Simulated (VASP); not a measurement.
PtS2:

```
Pt S
1.0
     3.54320    0.00000    0.00000
    -1.77160    3.06850    0.00000
     0.00000    0.00000   10.07760
Pt S
2 4
Direct
  0.00000 0.00000 0.00000
  0.00000 0.00000 0.50000
  0.33333 0.66667 0.12500
  0.66667 0.33333 0.37500
  0.33333 0.66667 0.62500
  0.66667 0.33333 0.87500
```

Base run:

* Program: VASP 6.6.1
* Functional: PBEsol
* Potentials or basis: VASP PAW PBE potentials, release 64 (Pt, S)
* Cutoff: 520 eV
* k mesh: 7 × 7 × 3
* Occupations: gaussian, width 0.05 eV
* Spin: no spin polarisation
* Hubbard terms: Pt d U = 4.0 eV

Its results: band gap on the k mesh 0.22 eV; pressure -5.7 GPa; largest force 0.762 eV/Å.

The run is repeated on the same cell with these changes: potentials or basis from VASP PAW PBE potentials, release 64 (Pt, S) to VASP PAW PBE potentials, release 64 (Pt_sv_GW, S); cutoff from 520 eV to 500 eV; further incar settings from ALGO = Normal; EDIFF = 1e-06; NBANDS = 31 to ALGO = Normal; EDIFF = 1e-06; NBANDS = 39; valence electrons from 44 to 60. What comes out?

Band gap on the k mesh 0.36 eV; pressure -4.1 GPa; largest force 0.533 eV/Å.

Caveats: the PAW data sets were made with another functional, which shifts forces and pressure a little; spin-orbit coupling is left out, which moves the levels of the heavy elements.

A k mesh can miss the band edges.
